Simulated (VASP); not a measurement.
# Si5Se (P6/mmm) in VASP: a series of runs, part 2 of 2

VASP 6.6.1. Earlier steps stand in the parts before.

### Step 4. Relaxation of cell and atoms, PBE

File INCAR:

```
  PREC = Accurate
  ENCUT = 600
  EDIFF = 1E-7
  ISMEAR = 0
  SIGMA = 0.1
  LREAL = F
  LASPH = T
  NELM = 60
  ALGO = Normal
  ISIF = 3
  LWAVE = F
  LCHARG = F
  GGA = PE
  IBRION = 2
  NSW = 90
  EDIFFG = -0.04
```

File KPOINTS:

```
regular mesh
0
Gamma
  6 6 4
```

File POSCAR:

```
Si5Se
1.0
    4.3961997900      0.0000000000      0.0000000000
   -2.1980999000      3.8072207000      0.0000000000
    0.0000000000      0.0000000000      6.2271426600
Si Se
5 1
Direct
    0.0000000000      0.0000000000      0.2416599100
    0.0000000000      0.0000000000      0.7583400900
    0.5000000000      0.0000000000      0.0000000000
    0.0000000000      0.5000000000      0.0000000000
    0.5000000000      0.5000000000      0.0000000000
    0.0000000000      0.0000000000      0.5000000000
```

Potentials or basis: VASP PAW PBE potentials, release 64 (Si, Se).

Command:

```bash
> cat potpaw_PBE.64/Si/POTCAR potpaw_PBE.64/Se/POTCAR > POTCAR
> mpirun -np 1 vasp_std > vasp.out
```

OUTCAR:

```text
PREC = Accurate
   ENCUT = 600
   EDIFF = 1E-7
   ISMEAR = 0
   LREAL = F
   LASPH = T
   NELM = 60
   ISIF = 3
   GGA = PE
   IBRION = 2
   NSW = 90
   EDIFFG = -0.04

 ion  position               nearest neighbor table
   1  0.000  0.000  0.242-   6 1.61   5 2.66   5 2.66   3 2.66   3 2.66   4 2.66   4 2.66   2 3.01

   2  0.000  0.000  0.758-   6 1.61   5 2.66   5 2.66   3 2.66   3 2.66   4 2.66   4 2.66   1 3.01

   3  0.500  0.000  0.000-   4 2.20   4 2.20   5 2.20   5 2.20   1 2.66   1 2.66   2 2.66   2 2.66

   4  0.000  0.500  0.000-   3 2.20   3 2.20   5 2.20   5 2.20   1 2.66   2 2.66   1 2.66   2 2.66

   5  0.500  0.500  0.000-   4 2.20   4 2.20   3 2.20   3 2.20   1 2.66   2 2.66   1 2.66   2 2.66

   6  0.000  0.000  0.500-   1 1.61   2 1.61

  LATTYP: Found a hexagonal cell.
 ALAT       =     4.3961997900
 C/A-ratio  =     1.4164830894

  Lattice vectors:

 A1 = (   4.3961997900,   0.0000000000,   0.0000000000)
 A2 = (  -2.1980999000,   3.8072207000,   0.0000000000)
 A3 = (   0.0000000000,   0.0000000000,   6.2271426600)

Analysis of symmetry for initial positions (statically):
=====================================================================
 Subroutine PRICEL returns:
 Original cell was already a primitive cell.

 Routine SETGRP: Setting up the symmetry group for a
 hexagonal supercell.

 Subroutine GETGRP returns: Found 24 space group operations
 (whereof 24 operations were pure point group operations)
 out of a pool of 24 trial point group operations.

The static configuration has the point symmetry D_6h.

Analysis of symmetry for dynamics (positions and initial velocities):
=====================================================================
 Subroutine PRICEL returns:
 Original cell was already a primitive cell.

[... 144 lines left out ...]
 Gauss-broadening in eV      SIGMA  =   0.10
  energy-cutoff  :      600.00
  volume of cell :      104.23
 maximum number of plane-waves:      3516
 NGX is ok and might be reduce to    36
   NGX = 17   NGY = 17   NGZ = 25

--------------------------------------- Ionic step        1  -------------------------------------------

 number of electron      26.0000001 magnetization

 Free energy of the ion-electron system (eV)
  ---------------------------------------------------
  ext. energy  EPLUGINS =         0.00000000
  ---------------------------------------------------
  free energy    TOTEN  =       -10.98071812 eV

  energy without entropy =      -10.96530668  energy(sigma->0) =      -10.97301240

------------------------ aborting loop because EDIFF is reached ----------------------------------------

  FORCE on cell =-STRESS in cart. coord.  units (eV):
  Direction    XX          YY          ZZ          XY          YZ          ZX
  --------------------------------------------------------------------------------------
  -------------------------------------------------------------------------------------
  Total       15.3688305     15.3688306    111.2821647     -0.0000000     -0.0000000      0.0000000
  in kB      236.2528819    236.2528821   1710.6527431     -0.0000003     -0.0000000      0.0000000
  external PRESSURE =     727.7195024 kB  Pullay stress =       0.0000000 kB
[... 67 lines left out ...]
--------------------------------------- Ionic step        3  -------------------------------------------

 number of electron      25.9998425 magnetization

------------------------ aborting loop EDIFF was not reached (unconverged)  ----------------------------

  FORCE on cell =-STRESS in cart. coord.  units (eV):
  Direction    XX          YY          ZZ          XY          YZ          ZX
  --------------------------------------------------------------------------------------
  -------------------------------------------------------------------------------------
  Total      -26.9258710    -26.9258710   1138.3316995      0.0000001     -0.0000000      0.0000000
  in kB      -40.4821310    -40.4821311   1711.4429837      0.0000001     -0.0000000      0.0000000
  external PRESSURE =     543.4929072 kB  Pullay stress =       0.0000000 kB
[... 866 lines left out ...]
      4      -5.5631      2.00000
      5      -2.7270      2.00000
      6       0.1452      2.00000
[... 9 lines left out ...]
     16       7.5437      0.00000
     17       8.3797      0.00000

[... ionic steps 4 to 35 ...]

--------------------------------------- Ionic step       36  -------------------------------------------

 number of electron      26.0000002 magnetization

------------------------ aborting loop because EDIFF is reached ----------------------------------------
[... 75 lines left out ...]
--------------------------------------- Ionic step       38  -------------------------------------------

 number of electron      26.0000002 magnetization

 Free energy of the ion-electron system (eV)
  ---------------------------------------------------
  ext. energy  EPLUGINS =         0.00000000
  ---------------------------------------------------
  free energy    TOTEN  =       -27.09472401 eV

  energy without entropy =      -27.08499377  energy(sigma->0) =      -27.08985889

 E-fermi :   3.7209     XC(G=0):  -8.3621

 val. band max:        3.7003046184   @ k =   0.0000   0.0000   0.5000
 cond. band min:       3.7691274292   @ k =   0.3333   0.0000   0.2500
 fundamental gap:      0.0688228108
 Fermi energy:         3.7208908557
[... 451 lines left out ...]
  FREE ENERGIE OF THE ION-ELECTRON SYSTEM (eV)
  ---------------------------------------------------
  free  energy   TOTEN  =       -27.0947240137 eV

  energy  without entropy=      -27.0849937687  energy(sigma->0) =      -27.08985889

 reached required accuracy - stopping structural energy minimisation
```

It took 26 min on 1 thread of Intel Xeon Platinum 8259CL at 2.50GHz (Skylake/Cascade Lake), shared host; peak memory 0.28 GiB.

What came out:

```
Free energy                            : -27.0947 eV
Relaxed volume                         : 24.64 Å³/atom
Relaxed cell                           : a = 4.811 Å, b = 4.811 Å, c = 7.376 Å, α = 90.00°, β = 90.00°, γ = 120.00°
Space group after relaxing (to 0.05 Å) : P6/mmm (No. 191)
Energy gained by relaxing              : 2685.7 meV/atom
Ionic steps                            : 38
Pressure after relaxing                : 0.0 GPa
Band gap on the k mesh                 : zero (band 13 reaches 3.95 eV, above the bottom of band 14 at 3.16 eV)
```

Forces on the atoms (eV/Å):
```
Si   0.000  0.000 -0.002
Si   0.000  0.000  0.002
Si   0.000  0.000  0.000
Si   0.000  0.000  0.000
Si   0.000  0.000  0.000
Se   0.000  0.000  0.000
```

Step by step:
| step | energy change (eV) | largest force (eV/Å) | pressure (GPa) | volume (Å³) |
| --- | --- | --- | --- | --- |
| 1 | 0.0000 | 36.0352 | 72.77 | 104.23 |
| 2 | 72.3176 | 237.1607 | 45.90 | 249.30 |
| 3 | 678.7691 | 1071.6196 | 54.35 | 1065.66 |
| 4 | -9.3325 | 2.3147 | -4.29 | 409.65 |
| 5 | -9.2849 | 2.4616 | -4.43 | 401.62 |
| 6 | -9.0889 | 2.4180 | -5.49 | 320.84 |
| 7 | -9.3582 | 1.9727 | -5.71 | 283.95 |
| 8 | -9.6629 | 1.6281 | -5.81 | 266.35 |
| 9 | -9.8729 | 1.4386 | -5.89 | 257.76 |
| 10 | -9.9939 | 1.3349 | -5.92 | 253.51 |
| 11 | -13.1083 | 0.3270 | -3.69 | 199.11 |
| 12 | -13.6716 | 1.4892 | -0.25 | 179.69 |
| 13 | -13.6807 | 1.8426 | 0.40 | 177.22 |
| 14 | -14.1037 | 2.1167 | 0.15 | 173.06 |
| 15 | -15.2410 | 2.8705 | 0.89 | 159.36 |
| 16 | -10.0137 | 9.3794 | 24.35 | 126.27 |
| 17 | -13.6055 | 7.2582 | 6.37 | 157.09 |
| 18 | -13.8802 | 8.0444 | 8.77 | 142.51 |
| 19 | -13.2080 | 7.8633 | 13.28 | 134.60 |
| 20 | -13.5005 | 8.2066 | 11.65 | 137.05 |
| 21 | -13.5314 | 8.0197 | 11.61 | 136.92 |
| 22 | -13.6097 | 7.4350 | 11.47 | 136.51 |
| 23 | -13.7034 | 6.2947 | 11.53 | 135.68 |
| 24 | -13.5558 | 2.9788 | 12.08 | 133.97 |
| 25 | -13.7025 | 5.7610 | 11.66 | 135.29 |
| 26 | -13.7734 | 5.6602 | 11.39 | 135.52 |
| 27 | -13.9763 | 5.3583 | 10.57 | 136.21 |
| 28 | -14.3415 | 4.7596 | 9.02 | 137.58 |
| 29 | -14.9287 | 3.6834 | 6.31 | 140.30 |
| 30 | -15.6334 | 2.1406 | 2.62 | 145.61 |
| 31 | -16.0408 | 0.4313 | -1.93 | 155.78 |
| 32 | -16.0420 | 0.4962 | -1.71 | 155.15 |
| 33 | -16.0539 | 0.4643 | -1.58 | 154.40 |
| 34 | -16.0835 | 0.3671 | -1.11 | 152.17 |
| 35 | -16.1122 | 0.1750 | 0.07 | 147.76 |
| 36 | -16.1125 | 0.1513 | 0.23 | 147.22 |
| 37 | -16.1134 | 0.1025 | 0.15 | 147.41 |
| 38 | -16.1140 | 0.0025 | -0.04 | 147.83 |

Final structure:
```yaml
crystal:
  lattice:
    - [4.81053, 0.00000, 0.00000]
    - [-2.40526, 4.16604, 0.00000]
    - [0.00000, 0.00000, 7.37633]
  atoms:
    - { symbol: Si, position: [0.00000, 0.00000, 0.81614] }
    - { symbol: Si, position: [0.00000, 0.00000, 0.18386] }
    - { symbol: Si, position: [0.50000, 0.00000, 0.00000] }
    - { symbol: Si, position: [0.00000, 0.50000, 0.00000] }
    - { symbol: Si, position: [0.50000, 0.50000, 0.00000] }
    - { symbol: Se, position: [0.00000, 0.00000, 0.50000] }
```

Levels at points of the mesh, in eV from the Fermi level:
| k point | band 10 | band 11 | band 12 | band 13 | band 14 | band 15 | band 16 | band 17 |
| --- | --- | --- | --- | --- | --- | --- | --- | --- |
| (0.00, 0.00, 0.00) | -3.68 | -1.15 | -1.15 | -0.65 | -0.15 | -0.15 | 1.88 | 1.88 |
| (0.50, 0.00, 0.00) | -1.41 | -1.24 | -0.87 | 0.13 | 0.39 | 0.57 | 1.04 | 1.78 |
| (0.00, 0.00, 0.50) | -4.24 | -1.74 | -1.74 | -0.02 | 1.12 | 1.12 | 1.84 | 1.84 |
| (0.50, 0.00, 0.50) | -1.31 | -0.42 | -0.07 | 0.15 | 0.39 | 0.77 | 1.57 | 2.60 |

Caveat: the volume moved by over 15 % at a fixed basis, so the end points are rough.

### Step 5. The runs side by side

| task | cell | cutoff (eV) | gap on the mesh (eV) | pressure (GPa) | largest force (eV/Å) |
| --- | --- | --- | --- | --- | --- |
| single point | a = 4.396, b = 4.396, c = 6.227 Å, angles 90.0, 90.0, 120.0°, 6 atoms | 520 | none | 72.8 | 36.03 |
| single point | a = 4.809, b = 4.809, c = 7.346 Å, angles 90.0, 90.0, 120.0°, 6 atoms | 520 | none | 0.2 | 0.01 |
| relaxation of cell and atoms | relaxed from a = 4.396, b = 4.396, c = 6.227 Å, angles 90.0, 90.0, 120.0°, 6 atoms | 600 | none | 0.0 | - |

Alike in all rows: level PBE; potentials or basis VASP PAW PBE potentials, release 64 (Si, Se); no spin polarisation; k mesh 6 × 6 × 4; smearing gaussian 0.1 eV.

Caveats: forces of over 1 eV/Å act on the atoms, so gaps and moduli don't describe the material at rest (some runs); the volume moved by over 15 % at a fixed basis, so the end points are rough (some runs).

Total energies depend on the potentials used, so only differences within one code and one set of settings carry meaning.
